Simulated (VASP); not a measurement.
Set up this calculation in VASP 6.6.1, as the native input.

```
Task                   : relaxation of cell and atoms
Functional             : PBE
Potentials or basis    : VASP PAW PBE potentials, release 64 (Na_pv, Tm_3, Sb), 4f in core
Cutoff                 : 500 eV
k mesh                 : 2 × 2 × 6
Occupations            : gaussian, width 0.1 eV
Spin                   : no spin polarisation
Dipole correction      : no
Mended                 : yes
Further INCAR settings : ALGO = Normal; EDIFF = 1e-07; IBRION = 2; EDIFFG = -0.04; NSW = 90; ISIF = 3
```

The structure of Na4TmSb lies in POSCAR:

```
Na4TmSb
1.0
    9.2203399120      0.0000000000      0.0000000000
    0.0000000000      9.2203399120      0.0000000000
    0.0000000000      0.0000000000      3.2422077602
Na Tm Sb
4 1 1
Direct
    0.2679926196      0.2679926196      0.5000000000
    0.7320073804      0.7320073804      0.5000000000
    0.2679926196      0.7320073804      0.5000000000
    0.7320073804      0.2679926196      0.5000000000
    0.0000000000      0.0000000000      0.5000000000
    0.5000000000      0.5000000000      0.5000000000
```

The cell was built from a structure type or drawn by symmetry, and may not be a known phase.

The input as run:

INCAR

```
PREC = Accurate
ENCUT = 500
EDIFF = 1E-7
ISMEAR = 0
SIGMA = 0.1
LREAL = False
LASPH = True
NELM = 200
ALGO = Normal
ISIF = 3
LWAVE = False
LCHARG = False
GGA = PE
IBRION = 2
NSW = 90
EDIFFG = -0.04
GGA_COMPAT = False
NELMIN = 4
LMAXMIX = 6
```

KPOINTS

```
regular mesh
0
Gamma
  2 2 6
```

Potentials or basis: VASP PAW PBE potentials, release 64 (Na_pv, Tm_3, Sb), 4f in core.

Command:

```sh
$ cat potpaw_PBE.64/Na_pv/POTCAR potpaw_PBE.64/Tm_3/POTCAR potpaw_PBE.64/Sb/POTCAR > POTCAR
$ mpirun -np 1 vasp_std > vasp.out
```

Results of the run:

```
Relaxed volume                        : 45.36 Å³/atom
Relaxed cell                          : a = 9.220 Å, b = 9.220 Å, c = 3.202 Å, α = 90.00°, β = 90.00°, γ = 90.00°
Space group after relaxing (to 0.1 Å) : P4/mmm (No. 123)
Energy gained by relaxing             : 0.8 meV/atom
Ionic steps                           : 3
Pressure after relaxing               : 0.0 GPa
Largest force after relaxing          : 0.033 eV/Å
Band gap on the k mesh                : zero (bands 21 and 22 overlap by 0.44 eV)
```

Caveat: spin-orbit coupling is left out, which moves the levels of the heavy elements; the 4f electrons are frozen in the core, so they carry no moment and show no levels.

Wall time 2.4 min on 1 thread of AMD EPYC 9R45 96-Core Processor (Zen 5), with other jobs on the host, peak memory 0.37 GiB.
